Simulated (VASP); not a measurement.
# CuSi8O16 (a cell with a defect) in VASP: relaxation of the atoms with LDA

Aim: the relaxation of the atoms of CuSi8O16 (a cell with a defect) with LDA.

All numbers are computed with VASP 6.6.1; they aren't measurements. Logs are shortened: lines on timing, memory, paths and dates and some standing lists are left out, and cuts for length are marked.

## 1. The cell of the first run

The cell holds a defect, 25 atoms: a = 6.712 Å, b = 6.712 Å, c = 6.445 Å, α = 90.00°, β = 90.00°, γ = 90.00°.

## 2. Relaxation of the atoms, LDA

Contents of INCAR:

```
SYSTEM = CuSi8O16
PREC = Accurate ; ENCUT = 520
EDIFF = 1E-6 ; ISMEAR = -1
SIGMA = 0.05 ; LREAL = Auto
LASPH = .TRUE. ; NELM = 80
ALGO = Normal ; ISIF = 2
LWAVE = .FALSE. ; LCHARG = .FALSE.
GGA = CA ; IBRION = 2
NSW = 45 ; EDIFFG = -0.08
NELECT = 138.0
```

Contents of KPOINTS:

```
Automatic mesh
0
G
  1 1 2
  0 0 0
```

Contents of POSCAR:

```
CuSi8O16
1.0
   -4.7460000000     -4.7460000000      0.0000000000
    4.7460000000     -4.7460000000      0.0000000000
    0.0000000000      0.0000000000      6.4450000000
Si O Cu
8 16 1
Direct
    0.1763000000      0.5000000000      0.0000000000
    0.0000000000      0.1763000000      0.2500000000
    0.8237000000      0.5000000000      0.5000000000
    0.0000000000      0.8237000000      0.7500000000
    0.6763000000      0.0000000000      0.0000000000
    0.5000000000      0.6763000000      0.2500000000
    0.3237000000      0.0000000000      0.5000000000
    0.5000000000      0.3237000000      0.7500000000
    0.3058000000      0.5396000000      0.1992000000
    0.9604000000      0.3058000000      0.4492000000
    0.6942000000      0.4604000000      0.6992000000
    0.0396000000      0.6942000000      0.9492000000
    0.9604000000      0.6942000000      0.5508000000
    0.6942000000      0.5396000000      0.3008000000
    0.0396000000      0.3058000000      0.0508000000
    0.3058000000      0.4604000000      0.8008000000
    0.8058000000      0.0396000000      0.1992000000
    0.4604000000      0.8058000000      0.4492000000
    0.1942000000      0.9604000000      0.6992000000
    0.5396000000      0.1942000000      0.9492000000
    0.4604000000      0.1942000000      0.5508000000
    0.1942000000      0.0396000000      0.3008000000
    0.5396000000      0.8058000000      0.0508000000
    0.8058000000      0.9604000000      0.8008000000
    0.7508988000      0.5812346000      0.9839384000
```

Potentials or basis: VASP PAW LDA potentials, release 64 (Si, O, Cu).

Run with:

```
$ cat potpaw_LDA.64/Si/POTCAR potpaw_LDA.64/O/POTCAR potpaw_LDA.64/Cu/POTCAR > POTCAR
$ mpirun -np 1 vasp_std > vasp.out
```

OUTCAR:

```text
SYSTEM = CuSi8O16
   PREC = Accurate
   ENCUT = 520
   EDIFF = 1E-6
   ISMEAR = -1
   LREAL = Auto
   LASPH = .TRUE.
   NELM = 80
   ISIF = 2
   GGA = CA
   IBRION = 2
   NSW = 45
   EDIFFG = -0.08
   NELECT = 138.0

 ion  position               nearest neighbor table
   1  0.176  0.500  0.000-   9 1.57  16 1.57  15 1.63  12 1.63  25 2.91   4 2.95   6 2.95   8 2.95
                             2 2.95
   2  0.000  0.176  0.250-  10 1.57  15 1.57  17 1.63  22 1.63   1 2.95   3 2.95   5 2.95   7 2.95

   3  0.824  0.500  0.500-  11 1.57  14 1.57  13 1.63  10 1.63   2 2.95   4 2.95   6 2.95   8 2.95
[... 9 lines left out ...]
   8  0.500  0.324  0.750-  20 1.57  21 1.57  11 1.63  16 1.63  25 2.85   3 2.95   5 2.95   7 2.95
                             1 2.95
   9  0.306  0.540  0.199-   1 1.57   6 1.63
  10  0.960  0.306  0.449-   2 1.57   3 1.63
  11  0.694  0.460  0.699-   3 1.57   8 1.63  25 2.04
  12  0.040  0.694  0.949-   4 1.57   1 1.63  25 2.09
  13  0.960  0.694  0.551-   4 1.57   3 1.63
  14  0.694  0.540  0.301-   3 1.57   6 1.63  25 2.10
  15  0.040  0.306  0.051-   2 1.57   1 1.63
  16  0.306  0.460  0.801-   1 1.57   8 1.63
  17  0.806  0.040  0.199-   5 1.57   2 1.63
  18  0.460  0.806  0.449-   6 1.57   7 1.63
  19  0.194  0.960  0.699-   7 1.57   4 1.63
  20  0.540  0.194  0.949-   8 1.57   5 1.63
  21  0.460  0.194  0.551-   8 1.57   7 1.63
  22  0.194  0.040  0.301-   7 1.57   2 1.63
  23  0.540  0.806  0.051-   6 1.57   5 1.63  25 2.11
  24  0.806  0.960  0.801-   5 1.57   4 1.63
  25  0.751  0.581  0.984-  11 2.04  12 2.09  14 2.10  23 2.11   6 2.49   4 2.78   8 2.85   5 2.86
                             1 2.91

  LATTYP: Found a simple tetragonal cell.
 ALAT       =     6.7118575670
 C/A-ratio  =     0.9602408775

  Lattice vectors:

 A1 = (  -4.7460000000,  -4.7460000000,   0.0000000000)
 A2 = (   4.7460000000,  -4.7460000000,   0.0000000000)
 A3 = (   0.0000000000,   0.0000000000,   6.4450000000)

Analysis of symmetry for initial positions (statically):
=====================================================================
 Subroutine PRICEL returns:
 Original cell was already a primitive cell.

 Routine SETGRP: Setting up the symmetry group for a
 simple tetragonal supercell.

 Subroutine GETGRP returns: Found  1 space group operations
 (whereof  1 operations were pure point group operations)
 out of a pool of 16 trial point group operations.

The static configuration has the point symmetry C_1 .

Analysis of symmetry for dynamics (positions and initial velocities):
=====================================================================
 Subroutine PRICEL returns:
 Original cell was already a primitive cell.

 Routine SETGRP: Setting up the symmetry group for a
 simple tetragonal supercell.

 Subroutine GETGRP returns: Found  1 space group operations
 (whereof  1 operations were pure point group operations)
 out of a pool of 16 trial point group operations.

The dynamic configuration has the point symmetry C_1 .

 Subroutine INISYM returns: Found  1 space group operations
 (whereof  1 operations are pure point group operations),
 and found     1 'primitive' translations

----------------------------------------------------------------------------------------

                                     Primitive cell

  volume of cell :     290.3410

  direct lattice vectors                    reciprocal lattice vectors
    -4.746000000 -4.746000000  0.000000000    -0.105351875 -0.105351875  0.000000000
     4.746000000 -4.746000000  0.000000000     0.105351875 -0.105351875  0.000000000
     0.000000000  0.000000000  6.445000000     0.000000000  0.000000000  0.155159038

  length of vectors
     6.711857567  6.711857567  6.445000000     0.148990051  0.148990051  0.155159038

  position of ions in fractional coordinates (direct lattice)
     0.176300000  0.500000000  0.000000000
     0.000000000  0.176300000  0.250000000
     0.823700000  0.500000000  0.500000000
     0.000000000  0.823700000  0.750000000
     0.676300000  0.000000000  0.000000000
     0.500000000  0.676300000  0.250000000
[... 17 lines left out ...]
     0.805800000  0.960400000  0.800800000
     0.750898800  0.581234600  0.983938400

  ion indices of the primitive-cell ions
   primitive index   ion index
                 1           1
                 2           2
                 3           3
                 4           4
                 5           5
                 6           6
[... 17 lines left out ...]
                24          24
                25          25

----------------------------------------------------------------------------------------

 KPOINTS: Automatic mesh

Automatic generation of k-mesh.
 Grid dimensions read from file:
 generate k-points for:    1    1    2

 Generating k-lattice:

  Cartesian coordinates                     Fractional coordinates (reciprocal lattice)
    -0.105351875 -0.105351875  0.000000000     1.000000000  0.000000000  0.000000000
     0.105351875 -0.105351875  0.000000000     0.000000000  1.000000000  0.000000000
     0.000000000  0.000000000  0.077579519     0.000000000  0.000000000  0.500000000

  Length of vectors
     0.148990051  0.148990051  0.077579519

  Shift w.r.t. Gamma in fractional coordinates (k-lattice)
     0.000000000  0.000000000  0.000000000

 Subroutine IBZKPT returns following result:
 ===========================================

 Found      2 irreducible k-points:

 Following reciprocal coordinates:
            Coordinates               Weight
  0.000000  0.000000  0.000000      1.000000
  0.000000  0.000000  0.500000      1.000000
   k-points           NKPTS =      2   k-points in BZ     NKDIM =      2   number of bands    NBANDS=     82
   number of dos      NEDOS =    301   number of ions     NIONS =     25
   total plane-waves  NPLWV = 120000
   dimension x,y,z NGX =    50 NGY =   50 NGZ =   48
   dimension x,y,z NGXF=   100 NGYF=  100 NGZF=   96
   ions per type =               8  16   1
   NGX,Y,Z   is equivalent  to a cutoff of  12.38, 12.38, 12.38 a.u.
   NGXF,Y,Z  is equivalent  to a cutoff of  24.77, 24.77, 24.76 a.u.
 SYSTEM =  CuSi8O16
   PREC   = accura    normal or accurate (medium, high low for compatibility)
   ISTART =      0    job   : 0-new  1-cont  2-samecut
   ICHARG =      2    charge: 1-file 2-atom 10-const
   ISPIN  =      1    spin polarized calculation?
   LNONCOLLINEAR =      F non collinear calculations
   LSORBIT =      F    spin-orbit coupling
   LASPH  =      T    aspherical Exc in radial PAW
   ENCUT  =  520.0 eV  38.22 Ry    6.18 a.u.  12.48 12.48 11.98*2*pi/ulx,y,z
   NELM   =     80;   NELMIN=  2; NELMDL= -5     # of ELM steps
   EDIFF  = 0.1E-05   stopping-criterion for ELM
   LREAL  =      T    real-space projection
   EDIFFG = -.8E-01   stopping-criterion for IOM
   NSW    =     45    number of steps for IOM
   IBRION =      2    ionic relax: 0-MD 1-quasi-New 2-CG
   NFREE  =      1    steps in history (QN), initial steepest desc. (CG)
   ISIF   =      2    stress and relaxation
   ISYM   =      2    0-nonsym 1-usesym 2-fastsym
   POTIM  = 0.5000    time-step for ionic-motion
   TEBEG  =    0.0;   TEEND  =   0.0 temperature during run
   PSTRESS=    0.0 pullay stress
   NELECT =     138.0000    total number of electrons
   NUPDOWN=      -1.0000    fix difference up-down
   EMIN   =  10.00;   EMAX   =-10.00  energy-range for DOS
   EFERMI =   0.00;   METHOD = LEGACY
   ISMEAR =    -1;   SIGMA  =   0.05  broadening in eV -4-tet -1-fermi 0-gaus
   EFERMI_NEDOS =   21; number of points for ismear=-14 and -15
   IALGO  =     38    algorithm
   IMIX   =      4    mixing-type and parameters
     AMIX     =   0.40;   BMIX     =  1.00
     AMIX_MAG =   1.60;   BMIX_MAG =  1.00
  volume/ion in A,a.u.               =      11.61        78.37
  Fermi-wavevector in a.u.,A,eV,Ry     =   1.277610  2.414333 22.208627  1.632288
  Thomas-Fermi vector in A             =   2.410200
   LORBIT       =      0    0 simple, 1 ext, 2 COOP (PROOUT), +10 PAW based schemes
   GGA     = CA    functional components
   LHFCALC =     F    Hartree Fock is set to
   AEXX    =    0.0000 exact exchange contribution
   IVDW    =     0    specifies the selected vdW correction
   LEPSILON=     F    determine dielectric tensor
   LRPA    =     F    only Hartree local field effects (RPA)
 conjugate gradient relaxation of ions
 non-spin polarized calculation
  energy-cutoff  :      520.00
  volume of cell :      290.34
 maximum number of plane-waves:      7815
 NGX is ok and might be reduce to    50
   NGX = 25   NGY = 25   NGZ = 23

--------------------------------------- Ionic step        1  -------------------------------------------

 number of electron     137.9999941 magnetization

 Free energy of the ion-electron system (eV)
  ---------------------------------------------------
  ext. energy  EPLUGINS =         0.00000000
  ---------------------------------------------------
  free energy    TOTEN  =      -213.61408629 eV

  energy without entropy =     -213.61408629  energy(sigma->0) =     -213.61408629

------------------------ aborting loop because EDIFF is reached ----------------------------------------

  FORCE on cell =-STRESS in cart. coord.  units (eV):
  Direction    XX          YY          ZZ          XY          YZ          ZX
  --------------------------------------------------------------------------------------
  -------------------------------------------------------------------------------------
  Total        0.6516708      0.3254016     21.3398203      0.6588038      2.6036552     -0.5706464
  in kB        3.5960891      1.7956506    117.7586870      3.6354510     14.3676478     -3.1489756
  external PRESSURE =      41.0501422 kB  Pullay stress =       0.0000000 kB
[... 158 lines left out ...]
  FREE ENERGIE OF THE ION-ELECTRON SYSTEM (eV)
  ---------------------------------------------------
  free  energy   TOTEN  =      -214.2819172070 eV

  energy  without entropy=     -214.2819172069  energy(sigma->0) =     -214.28191721

[... ionic steps 4 to 29 ...]

--------------------------------------- Ionic step       30  -------------------------------------------

 number of electron     138.0000048 magnetization

------------------------ aborting loop because EDIFF is reached ----------------------------------------
[... 113 lines left out ...]
--------------------------------------- Ionic step       32  -------------------------------------------

 number of electron     138.0000047 magnetization

 Free energy of the ion-electron system (eV)
  ---------------------------------------------------
  ext. energy  EPLUGINS =         0.00000000
  ---------------------------------------------------
  free energy    TOTEN  =      -214.60660360 eV

  energy without entropy =     -214.60660360  energy(sigma->0) =     -214.60660360

 E-fermi :   5.4762     XC(G=0): -10.2911

 val. band max:        4.3115869513   @ k =   0.0000   0.0000   0.5000
 cond. band min:       6.9238702496   @ k =   0.0000   0.0000   0.0000
 fundamental gap:      2.6122832983
 Fermi energy:         5.4762442164

 k-point     1 :       0.0000    0.0000    0.0000
  band No.  band energies     occupation
      1     -17.8477      2.00000
      2     -16.9435      2.00000
      3     -16.8753      2.00000
      4     -16.6892      2.00000
      5     -16.6138      2.00000
      6     -16.5713      2.00000
[... 73 lines left out ...]
     80      11.2187      0.00000
     81      11.3412      0.00000

 k-point     2 :       0.0000    0.0000    0.5000
  band No.  band energies     occupation
      1     -17.5747      2.00000
      2     -17.5138      2.00000
      3     -16.7599      2.00000
      4     -16.7353      2.00000
      5     -16.5904      2.00000
      6     -16.5714      2.00000
[... 73 lines left out ...]
     80      11.3200      0.00000
     81      11.3568      0.00000
 [bands above 81 left out]

------------------------ aborting loop because EDIFF is reached ----------------------------------------

  FORCE on cell =-STRESS in cart. coord.  units (eV):
  Direction    XX          YY          ZZ          XY          YZ          ZX
  --------------------------------------------------------------------------------------
  -------------------------------------------------------------------------------------
  Total       -1.5470221     -1.8970958     -5.0242171      0.6273926     -1.1202583      1.1732578
  in kB       -8.5368707    -10.4686686    -27.7249389      3.4621158     -6.1818771      6.4743419
  external PRESSURE =     -15.5768261 kB  Pullay stress =       0.0000000 kB
[... 40 lines left out ...]
  FREE ENERGIE OF THE ION-ELECTRON SYSTEM (eV)
  ---------------------------------------------------
  free  energy   TOTEN  =      -214.6066035958 eV

  energy  without entropy=     -214.6066035957  energy(sigma->0) =     -214.60660360

 reached required accuracy - stopping structural energy minimisation
```

It took 15 min on 1 thread of Intel Xeon Platinum 8559C (Emerald Rapids), shared host; peak memory 0.28 GiB.

What came out:

- Free energy: -214.6066 eV
- Energy gained by relaxing: 39.7 meV/atom
- Ionic steps: 32
- Largest force after relaxing: 0.074 eV/Å

Forces in eV/Å, atoms in the order of the input:
```
Si   0.019  0.018 -0.034
Si   0.006 -0.026 -0.003
Si   0.024  0.033  0.014
Si  -0.029  0.012 -0.018
Si   0.056 -0.001 -0.029
Si  -0.036  0.005 -0.006
Si   0.032  0.023  0.018
Si  -0.014 -0.042 -0.011
O   -0.040 -0.020 -0.014
O   -0.013 -0.016 -0.015
O   -0.016 -0.039  0.060
O    0.002  0.007  0.009
O   -0.046  0.024  0.014
O    0.006  0.018 -0.021
O    0.026 -0.018 -0.023
O   -0.001  0.001 -0.021
O   -0.005  0.010  0.003
O   -0.006 -0.014 -0.024
O   -0.001 -0.025 -0.005
O    0.043 -0.016 -0.003
O    0.023  0.022  0.021
O    0.000  0.016  0.016
O   -0.014  0.031  0.045
O   -0.002 -0.015  0.006
Cu  -0.012  0.012  0.020
```

Step by step:
| step | energy change (eV) | largest force (eV/Å) | pressure (GPa) |
| --- | --- | --- | --- |
| 1 | 0.0000 | 3.4657 | 4.11 |
| 2 | 4.4635 | 10.6683 | 7.94 |
| 3 | -0.6678 | 0.8592 | 2.59 |
| 4 | -0.6680 | 0.8669 | 2.59 |
| 5 | -0.7731 | 1.0094 | 0.62 |
| 6 | -0.7780 | 0.7623 | 0.94 |
| 7 | -0.8409 | 0.6133 | -0.75 |
| 8 | -0.8415 | 0.5275 | -0.60 |
| 9 | -0.8680 | 0.4504 | -1.35 |
| 10 | -0.8681 | 0.4494 | -1.40 |
| 11 | -0.8873 | 0.4150 | -1.64 |
| 12 | -0.8914 | 0.3903 | -1.80 |
| 13 | -0.9078 | 0.3534 | -1.75 |
| 14 | -0.9105 | 0.4241 | -1.72 |
| 15 | -0.9216 | 0.3181 | -1.68 |
| 16 | -0.9362 | 0.2549 | -1.53 |
| 17 | -0.9366 | 0.2446 | -1.50 |
| 18 | -0.9431 | 0.2356 | -1.54 |
| 19 | -0.9473 | 0.3376 | -1.58 |
| 20 | -0.9527 | 0.2578 | -1.63 |
| 21 | -0.9639 | 0.1921 | -1.78 |
| 22 | -0.9621 | 0.4491 | -2.02 |
| 23 | -0.9671 | 0.2588 | -1.88 |
| 24 | -0.9736 | 0.1643 | -1.93 |
| 25 | -0.9747 | 0.1900 | -1.96 |
| 26 | -0.9792 | 0.1523 | -1.94 |
| 27 | -0.9820 | 0.2147 | -1.91 |
| 28 | -0.9862 | 0.1099 | -1.85 |
| 29 | -0.9877 | 0.1597 | -1.79 |
| 30 | -0.9901 | 0.0981 | -1.71 |
| 31 | -0.9909 | 0.1247 | -1.63 |
| 32 | -0.9925 | 0.0735 | -1.56 |

Final structure:
```xyz
25
Lattice="-4.7460 -4.7460 0.0000 4.7460 -4.7460 0.0000 0.0000 0.0000 6.4450" Properties=species:S:1:pos:R:3 pbc="T T T"
Si    1.5256   -3.2349    0.0029
Si    0.8089   -0.8178    1.6197
Si   -1.5517   -6.3428    3.2065
Si    3.9491   -3.9659    4.8224
Si   -3.1801   -3.2014    0.0007
Si    0.9003   -5.5730    1.6434
Si   -1.5376   -1.5666    3.2240
Si   -0.8057   -3.8864    4.7960
O     1.0991   -4.0103    1.3414
O    -3.0899   -6.0386    2.9108
O    -1.0573   -5.4916    4.5243
O     3.1086   -3.4398    6.1245
O    -1.2699   -7.8830    3.5184
O    -0.7039   -5.8705    1.8785
O     1.3298   -1.6509    0.3130
O     0.7507   -3.6750    5.1149
O    -3.6551   -4.0155    1.3048
O     1.6388   -6.0397    2.9815
O     3.7043   -5.5244    4.5437
O    -1.6220   -3.4641    6.1220
O    -1.2887   -3.1402    3.4674
O    -0.7454   -1.0838    1.9034
O     1.3480   -6.3797    0.3179
O     0.7444   -8.4017    5.1391
Cu   -1.2057   -6.0367    6.4152
```

Caveat: the k points lie up to 0.94 Å⁻¹ apart, too coarse for converged energies, forces and pressures; the cell carries a net charge on a neutralising background, which shifts energy and pressure; the cell is charged against a uniform background, so pressure and absolute levels hang on convention; the relaxation stopped at a loose force limit of 0.08 eV/Å, so its end isn't a converged minimum.
